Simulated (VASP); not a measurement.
PtW3, 4 atoms in the cell. The structure is cubic, space group Pm-3m (No. 221). Conventional cell: a = 3.954 Å, b = 3.954 Å, c = 3.954 Å, α = 90.00°, β = 90.00°, γ = 90.00°. Pt (site symmetry m-3m) has 12 W at 2.80 Å within 3.7 Å. Within 3.7 Å of W (site symmetry 4/mmm) lie 4 Pt at 2.80 Å and 8 W at 2.80 Å. 

* Program: VASP 6.6.1
* Task: single point
* Functional: r2SCAN
* Potentials or basis: VASP PAW PBE potentials, release 64 (Pt_sv_GW, W_sv)
* Cutoff: 630 eV
* k mesh: 4 × 4 × 4
* Occupations: gaussian, width 0.1 eV
* Spin: no spin polarisation
* Dipole correction: no
* Further INCAR settings: ALGO = Normal; EDIFF = 1e-06; NBANDS = 38

Potentials or basis: VASP PAW PBE potentials, release 64 (Pt_sv_GW, W_sv).

Run with:

```sh
$ cat potpaw_PBE.64/Pt_sv_GW/POTCAR potpaw_PBE.64/W_sv/POTCAR > POTCAR
$ cp INCAR.step1 INCAR
$ mpirun -np 1 vasp_std > vasp.out
$ cp INCAR.step2 INCAR
$ mpirun -np 1 vasp_std > vasp.out
```

Hardware: 1 thread of AMD EPYC 9R45 96-Core Processor (Zen 5), on a shared host.

Problem. How long does it take, and how much memory?

Solution. Run time: 58 s on 1 thread of AMD EPYC 9R45 96-Core Processor (Zen 5) (shared host), peak memory 0.17 GiB. Counts: k points 10.
